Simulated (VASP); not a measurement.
# GaP (F-43m) in VASP: notebook

Aim: see how the results for GaP move with the level of theory and the settings. Levels: RPBE, PBE. Tasks: single point, relaxation of cell and atoms.

Program: VASP 6.6.1. These are calculated values, not measurements. Logs are shortened: lines on timing, memory, paths and dates and some standing lists are left out, and cuts for length are marked.

**Experimental background.**

From “Stacking defects in GaP nanowires: Electronic structure and optical properties”, 2018, arxiv:1810.01194, for a bulk crystal of GaP at 10 K: band gap 2.34 eV (indirect).

How close the calculation comes is told below.

### Step 1. The cell of the first run

The structure is cubic, space group F-43m (No. 216). The conventional cell has a = 5.554 Å, b = 5.554 Å, c = 5.554 Å, α = 90.00°, β = 90.00°, γ = 90.00°. Within 3.2 Å of Ga (site symmetry -43m) lie 4 P at 2.41 Å. P (site symmetry -43m) has 4 Ga at 2.41 Å within 3.2 Å.

### Step 2. Single point, RPBE

File INCAR:

```
ALGO = Normal
EDIFF = 1E-6
ENCUT = 520
GGA = RP
ISIF = 2
ISMEAR = -1
LASPH = T
LCHARG = F
LREAL = F
LWAVE = F
NBANDS = 16
NELM = 100
PREC = Accurate
SIGMA = 0.05
```

File KPOINTS:

```
k-points
0
Gamma
  8 8 8
```

File POSCAR:

```
GaP
1.0
    0.0000000000      2.7771495839      2.7771495839
    2.7771495839      0.0000000000      2.7771495839
    2.7771495839      2.7771495839      0.0000000000
Ga P
1 1
Direct
    0.0000000000      0.0000000000      0.0000000000
    0.7500000000      0.7500000000      0.7500000000
```

Potentials or basis: VASP PAW PBE potentials, release 64 (Ga_d, P).

Command:

```
$ cat potpaw_PBE.64/Ga_d/POTCAR potpaw_PBE.64/P/POTCAR > POTCAR
$ mpirun -np 1 vasp_std > vasp.out
```

OUTCAR:

```text
EDIFF = 1E-6
   ENCUT = 520
   GGA = RP
   ISIF = 2
   ISMEAR = -1
   LASPH = T
   LREAL = F
   NELM = 100
   PREC = Accurate

 ion  position               nearest neighbor table
   1  0.000  0.000  0.000-   2 2.41   2 2.41   2 2.41   2 2.41
   2  0.750  0.750  0.750-   1 2.41   1 2.41   1 2.41   1 2.41

  LATTYP: Found a face centered cubic cell.
 ALAT       =     5.5542991678

  Lattice vectors:

 A1 = (   0.0000000000,   2.7771495839,   2.7771495839)
 A2 = (   2.7771495839,   0.0000000000,   2.7771495839)
 A3 = (   2.7771495839,   2.7771495839,   0.0000000000)

Analysis of symmetry for initial positions (statically):
[... 5 lines left out ...]
 face centered cubic supercell.

 Subroutine GETGRP returns: Found 24 space group operations
 (whereof 24 operations were pure point group operations)
 out of a pool of 48 trial point group operations.

The static configuration has the point symmetry T_d .

Analysis of symmetry for dynamics (positions and initial velocities):
[... 5 lines left out ...]
 face centered cubic supercell.

 Subroutine GETGRP returns: Found 24 space group operations
 (whereof 24 operations were pure point group operations)
 out of a pool of 48 trial point group operations.

The dynamic configuration has the point symmetry T_d .

 Subroutine INISYM returns: Found 24 space group operations
 (whereof 24 operations are pure point group operations),
 and found     1 'primitive' translations

----------------------------------------------------------------------------------------

                                     Primitive cell

  volume of cell :      42.8379

  direct lattice vectors                    reciprocal lattice vectors
     0.000000000  2.777149584  2.777149584    -0.180040716  0.180040716  0.180040716
     2.777149584  0.000000000  2.777149584     0.180040716 -0.180040716  0.180040716
     2.777149584  2.777149584  0.000000000     0.180040716  0.180040716 -0.180040716

  length of vectors
     3.927482606  3.927482606  3.927482606     0.311839668  0.311839668  0.311839668

  position of ions in fractional coordinates (direct lattice)
     0.000000000  0.000000000  0.000000000
     0.750000000  0.750000000  0.750000000

  ion indices of the primitive-cell ions
   primitive index   ion index
                 1           1
                 2           2

----------------------------------------------------------------------------------------

 KPOINTS: k-points
[... 58 lines left out ...]
 SYSTEM =  unknown system
   PREC   = accura    normal or accurate (medium, high low for compatibility)
   ISTART =      0    job   : 0-new  1-cont  2-samecut
   ICHARG =      2    charge: 1-file 2-atom 10-const
   ISPIN  =      1    spin polarized calculation?
   LNONCOLLINEAR =      F non collinear calculations
   LSORBIT =      F    spin-orbit coupling
   LASPH  =      T    aspherical Exc in radial PAW
   ENCUT  =  520.0 eV  38.22 Ry    6.18 a.u.   7.30  7.30  7.30*2*pi/ulx,y,z
   NELM   =    100;   NELMIN=  2; NELMDL= -5     # of ELM steps
   EDIFF  = 0.1E-05   stopping-criterion for ELM
   LREAL  =      F    real-space projection
   EDIFFG = 0.1E-04   stopping-criterion for IOM
   NSW    =      0    number of steps for IOM
   IBRION =     -1    ionic relax: 0-MD 1-quasi-New 2-CG
   NFREE  =      0    steps in history (QN), initial steepest desc. (CG)
   ISIF   =      2    stress and relaxation
   ISYM   =      2    0-nonsym 1-usesym 2-fastsym
   POTIM  = 0.5000    time-step for ionic-motion
   TEBEG  =    0.0;   TEEND  =   0.0 temperature during run
   PSTRESS=    0.0 pullay stress
   NELECT =      18.0000    total number of electrons
   NUPDOWN=      -1.0000    fix difference up-down
   EMIN   =  10.00;   EMAX   =-10.00  energy-range for DOS
   EFERMI =   0.00;   METHOD = LEGACY
   ISMEAR =    -1;   SIGMA  =   0.05  broadening in eV -4-tet -1-fermi 0-gaus
   EFERMI_NEDOS =   21; number of points for ismear=-14 and -15
   IALGO  =     38    algorithm
   IMIX   =      4    mixing-type and parameters
     AMIX     =   0.40;   BMIX     =  1.00
     AMIX_MAG =   1.60;   BMIX_MAG =  1.00
  volume/ion in A,a.u.               =      21.42       144.54
  Fermi-wavevector in a.u.,A,eV,Ry     =   1.226186  2.317156 20.456800  1.503532
  Thomas-Fermi vector in A             =   2.361196
   LORBIT       =      0    0 simple, 1 ext, 2 COOP (PROOUT), +10 PAW based schemes
   GGA     = RP    functional components
   LHFCALC =     F    Hartree Fock is set to
   AEXX    =    0.0000 exact exchange contribution
   IVDW    =     0    specifies the selected vdW correction
   LEPSILON=     F    determine dielectric tensor
   LRPA    =     F    only Hartree local field effects (RPA)
 non-spin polarized calculation
  energy-cutoff  :      520.00
  volume of cell :       42.84
 maximum number of plane-waves:      1174
 NGX is ok and might be reduce to    30
   NGX = 15   NGY = 15   NGZ = 15

 number of electron      18.0000013 magnetization

 Free energy of the ion-electron system (eV)
  ---------------------------------------------------
  ext. energy  EPLUGINS =         0.00000000
  ---------------------------------------------------
  free energy    TOTEN  =        -8.46063413 eV

  energy without entropy =       -8.46063413  energy(sigma->0) =       -8.46063413

 E-fermi :   4.9517     XC(G=0):  -9.3990

 val. band max:        4.1852620370   @ k =   0.0000   0.0000   0.0000
 cond. band min:       5.6795260191   @ k =   0.0000   0.0000   0.0000
 fundamental gap:      1.4942639821
 Fermi energy:         4.9516843239

 k-point     1 :       0.0000    0.0000    0.0000
  band No.  band energies     occupation
      1     -10.2726      2.00000
      2     -10.2726      2.00000
      3     -10.2726      2.00000
      4     -10.1892      2.00000
      5     -10.1892      2.00000
      6      -7.8642      2.00000
[... 433 lines left out ...]
      3     -10.2371      2.00000
      4     -10.1929      2.00000
      5     -10.1831      2.00000
      6      -5.6175      2.00000
[... 8 lines left out ...]
     15      16.0363      0.00000
     16      16.4229      0.00000

 [... further k-points ...]
[... 5 lines left out ...]
  --------------------------------------------------------------------------------------
  -------------------------------------------------------------------------------------
  Total       -0.0264773     -0.0264773     -0.0264773      0.0000000      0.0000000      0.0000000
  in kB       -0.9902770     -0.9902770     -0.9902770      0.0000000      0.0000000      0.0000000
  external PRESSURE =      -0.9902770 kB  Pullay stress =       0.0000000 kB

 VOLUME and BASIS-vectors are now :
 -----------------------------------------------------------------------------
  energy-cutoff  :      520.00
  volume of cell :       42.84
      direct lattice vectors                 reciprocal lattice vectors
     0.000000000  2.777149584  2.777149584    -0.180040716  0.180040716  0.180040716
     2.777149584  0.000000000  2.777149584     0.180040716 -0.180040716  0.180040716
     2.777149584  2.777149584  0.000000000     0.180040716  0.180040716 -0.180040716

 POSITION                                       TOTAL-FORCE (eV/Angst)
 -----------------------------------------------------------------------------------
      0.00000      0.00000      0.00000        -0.000000      0.000000     -0.000000
      4.16572      4.16572      4.16572         0.000000     -0.000000      0.000000
 -----------------------------------------------------------------------------------
    total drift:                               -0.000002     -0.000002     -0.000002

  FREE ENERGIE OF THE ION-ELECTRON SYSTEM (eV)
  ---------------------------------------------------
  free  energy   TOTEN  =        -8.4606341305 eV

  energy  without entropy=       -8.4606341257  energy(sigma->0) =       -8.46063413
```

OSZICAR:

```text
N       E                     dE             d eps       ncg     rms          rms(c)
DAV:   1     0.836756231156E+02    0.83676E+02   -0.90279E+03   952   0.157E+03
DAV:   2    -0.205468917870E+01   -0.85730E+02   -0.81866E+02  1016   0.315E+02
DAV:   3    -0.857822715209E+01   -0.65235E+01   -0.64989E+01  1176   0.663E+01
DAV:   4    -0.868255199963E+01   -0.10432E+00   -0.10430E+00  1136   0.915E+00
DAV:   5    -0.868464951719E+01   -0.20975E-02   -0.20974E-02  1200   0.116E+00    0.460E+00
DAV:   6    -0.846950967096E+01    0.21514E+00   -0.36015E-01  1408   0.956E+00    0.308E+00
DAV:   7    -0.845490577269E+01    0.14604E-01   -0.95402E-02  1200   0.197E+00    0.118E+00
DAV:   8    -0.845909295908E+01   -0.41872E-02   -0.15051E-02  1104   0.144E+00    0.186E-01
DAV:   9    -0.846021574139E+01   -0.11228E-02   -0.19122E-03  1176   0.532E-01    0.113E-01
DAV:  10    -0.846041100807E+01   -0.19527E-03   -0.17321E-04  1168   0.126E-01    0.609E-02
DAV:  11    -0.846063407082E+01   -0.22306E-03   -0.44428E-04  1112   0.134E-01    0.928E-03
DAV:  12    -0.846063413052E+01   -0.59697E-07   -0.72129E-06  1088   0.280E-02
   1 F= -.84606341E+01 E0= -.84606341E+01  d E =-.483300E-08
```

stdout:

```text
POSCAR found type information on POSCAR GaP
 POSCAR found :  2 types and       2 ions
 scaLAPACK will be used
 -----------------------------------------------------------------------------
|                                                                             |
|                                                                             |
|     You enforced a specific xc type in the INCAR file but a different       |
|     I HOPE YOU KNOW WHAT YOU ARE DOING!                                     |
|                                                                             |
 -----------------------------------------------------------------------------

 LDA part: xc-table for (Slater+PW92), standard interpolation
 POSCAR, INCAR and KPOINTS ok, starting setup
 FFT: planning ... GRIDC
 FFT: planning ... GRID_SOFT
 FFT: planning ... GRID
 WAVECAR not read
 entering main loop
```

Wall time 29 s (1 thread of AMD EPYC 7R13, shared host); peak memory 0.14 GiB.

What came out:

* Free energy: -8.4606 eV
* Pressure: -0.1 GPa
* Band gap on the k mesh: 1.49 eV, direct

Caveat: the PAW data sets were made with another functional, which shifts forces and pressure a little.

### Step 3. Relaxation of cell and atoms, RPBE

This run uses another cell than the first one, of 20.24 Å³/atom, 0.945 times its volume.

File INCAR:

```
  PREC = Accurate
  ENCUT = 600
  EDIFF = 1E-7
  ISMEAR = -1
  SIGMA = 0.05
  LREAL = F
  LASPH = T
  NELM = 100
  ALGO = Normal
  ISIF = 3
  LWAVE = F
  LCHARG = F
  GGA = RP
  IBRION = 2
  NSW = 80
  EDIFFG = -0.005
```

File KPOINTS:

```
regular mesh
0
Gamma
  8 8 8
```

File POSCAR:

```
GaP
1.0
    0.0000000000      2.7252500000      2.7252500000
    2.7252500000      0.0000000000      2.7252500000
    2.7252500000      2.7252500000      0.0000000000
Ga P
1 1
Direct
    0.0000000000      0.0000000000      0.0000000000
    0.7500000000      0.7500000000      0.7500000000
```

Potentials or basis: VASP PAW PBE potentials, release 64 (Ga_d, P).

Command:

```
$ cat potpaw_PBE.64/Ga_d/POTCAR potpaw_PBE.64/P/POTCAR > POTCAR
$ mpirun -np 1 vasp_std > vasp.out
```

Run time: 88 s. Hardware: 1 thread of AMD EPYC 7R13, shared host; peak memory 0.16 GiB.

The run converged. Its results:

- Free energy: -8.4601 eV
- Relaxed volume: 21.41 Å³/atom
- Relaxed cell: a = 3.927 Å, b = 3.927 Å, c = 3.927 Å, α = 60.00°, β = 60.00°, γ = 60.00°
- Space group after relaxing (to 0.05 Å): F-43m (No. 216)
- Energy gained by relaxing: 15.5 meV/atom
- Ionic steps: 3
- Pressure after relaxing: 0.0 GPa
- Band gap on the k mesh: 1.50 eV, direct

Step by step:
```csv
step,energy change (eV),largest force (eV/Å),pressure (GPa),volume (Å³)
1,0.0000,0.0000,4.50,40.48
2,-0.0252,0.0000,-1.64,43.90
3,-0.0310,0.0000,-0.01,42.81
```

Final structure:
```yaml
crystal:
  lattice:
    - [0.00000, 2.77656, 2.77656]
    - [2.77656, 0.00000, 2.77656]
    - [2.77656, 2.77656, 0.00000]
  atoms:
    - { symbol: Ga, position: [0.00000, 0.00000, 0.00000] }
    - { symbol: P, position: [0.75000, 0.75000, 0.75000] }
```

Levels at points of the mesh, in eV from the valence-band top:
| k point | band 6 | band 7 | band 8 | band 9 | band 10 | band 11 | band 12 | band 13 |
| --- | --- | --- | --- | --- | --- | --- | --- | --- |
| (0.00, 0.00, 0.00) | -12.05 | 0.00 | 0.00 | 0.00 | 1.50 | 3.93 | 3.93 | 3.93 |
| (0.50, 0.00, 0.00) | -10.18 | -6.27 | -1.03 | -1.03 | 1.60 | 4.76 | 4.76 | 8.35 |
| (0.50, 0.50, 0.00) | -9.36 | -6.45 | -2.48 | -2.48 | 1.88 | 1.95 | 10.23 | 10.23 |

Caveat: the PAW data sets were made with another functional, which shifts forces and pressure a little. RPBE and its kin give volumes clearly too large for solids.

[end of part 1 of 2]
